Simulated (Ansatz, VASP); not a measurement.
## Two plane-wave programs on PbO

The input INCAR:

```
SYSTEM = PbO
PREC = Accurate ; ENCUT = 520
EDIFF = 1E-6 ; ISMEAR = 0
SIGMA = 0.05 ; LREAL = .FALSE.
LASPH = .TRUE. ; NELM = 80
ALGO = Normal ; ISIF = 2
LWAVE = .FALSE. ; LCHARG = .TRUE.
GGA = PE ; LELF = .TRUE.
LVHAR = .TRUE. ; NBANDS = 28
```

KPOINTS

```
regular mesh
0
G
  8 8 6
  0 0 0
```

POSCAR

```
PbO
1.0
    4.1234400000      0.0000000000      0.0000000000
    0.0000000000      3.8253600000      0.0000000000
    0.0000000000      0.0000000000      5.0220000000
Pb O
2 2
Direct
    0.0000000000      0.5000000000      0.2351000000
    0.5000000000      0.0000000000      0.7649000000
    0.0000000000      0.0000000000      0.0000000000
    0.5000000000      0.5000000000      0.0000000000
```

Input for Ansatz:

```yaml
crystal:
  lattice:
    - [4.12344, 0.0, 0.0]
    - [0.0, 3.82536, 0.0]
    - [0.0, 0.0, 5.022]
  atoms:
    - { symbol: Pb, position: [0.0, 0.5, 0.2351] }
    - { symbol: Pb, position: [0.5, 0.0, 0.7649] }
    - { symbol: O, position: [0.0, 0.0, 0.0] }
    - { symbol: O, position: [0.5, 0.5, 0.0] }
basis:
  ecutwfc: 420
kpoints:
  mp_grid: { grid: [8, 8, 6] }
hamiltonian:
  xc: pbe
scf:
  occupations: { method: gaussian, width: 0.05 }
output:
  forces: true
  stress: true
  eigenvalues: true
  write_density: true
  write_potential: true
  elf: true
  volumetric_format: npy
```

Change from the starting cell: strain +0.0375 x Voigt [1, -1, 0, 0, 0, 0], atoms carried along.

Alike in both runs: task single point; functional PBE; k mesh 8 × 8 × 6; occupations gaussian, width 0.05 eV; no spin polarisation.

|  | VASP | Ansatz |
| --- | --- | --- |
| version | VASP 6.6.1 | Ansatz 0.2.0 |
| potentials or method | VASP PAW PBE potentials, release 64 (Pb_d, O), cutoff 520 eV | scalar-relativistic, plane waves, PAW |
| valence electrons in the cell | 40 | 40 |

Ansatz gave:

| Property | Result |
| --- | --- |
| gap on the k mesh at the Fermi level (eV) | 1.22 |
| least direct gap on the mesh (eV) | 2.37 |
| pressure (GPa) | 5.5 |
| traceless stress, the component that is largest in VASP (GPa) | 3.24 |
| rms of the force components (eV/Å) | 0.355 |

Problem. Which values does VASP return?

Solution. gap on the k mesh at the Fermi level (eV): 1.22; least direct gap on the mesh (eV): 2.36; pressure (GPa): 5.6; traceless stress, the component that is largest in VASP (GPa): 3.32; rms of the force components (eV/Å): 0.372.

Atom by atom the forces differ by 0.019 eV/Å (rms over components).

Neither program's run includes spin-orbit coupling.
